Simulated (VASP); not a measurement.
Input of a VASP 6.6.1 run:

INCAR

```
PREC     = Accurate       # precision mode
ENCUT    = 520            # plane-wave cutoff, eV
EDIFF    = 1E-7           # SCF threshold, eV
ISMEAR   = 0              # smearing method
SIGMA    = 0.15           # smearing width, eV
LREAL    = F              # projectors in reciprocal space
LASPH    = T              # aspherical terms in the spheres
NELM     = 60             # most SCF steps
ALGO     = Normal         # electronic algorithm
ISIF     = 2              # what is computed and relaxed
LWAVE    = F              # write WAVECAR
LCHARG   = F              # write CHGCAR
GGA      = PE             # functional
NBANDS   = 11             # bands
```

File KPOINTS:

```
Automatic mesh
0
Gamma
  20 20 20
```

Contents of POSCAR:

```
Pt
1.0
    0.0000000000      1.8600050000      1.8600050000
    1.8600050000      0.0000000000      1.8600050000
    1.8600050000      1.8600050000      0.0000000000
Pt
1
Direct
    0.0000000000      0.0000000000      0.0000000000
```

Potentials or basis: VASP PAW PBE potentials, release 64 (Pt).

The run is started by

```bash
$ cat potpaw_PBE.64/Pt/POTCAR > POTCAR
$ mpirun -np 1 vasp_std > vasp.out
```

**Question.** Predict the pressure.

**Answer.** 81.3 GPa.

**Question.** What does it give for the band gap on the k mesh?

**Answer.** Zero (bands 5 and 6 overlap by 2.97 eV).

Caveat: the cell differs from its parent crystal (strain -0.050 along x and y, -0.050 along z); the cell stands under pressure; spin-orbit coupling is left out, which moves the levels of the heavy elements.
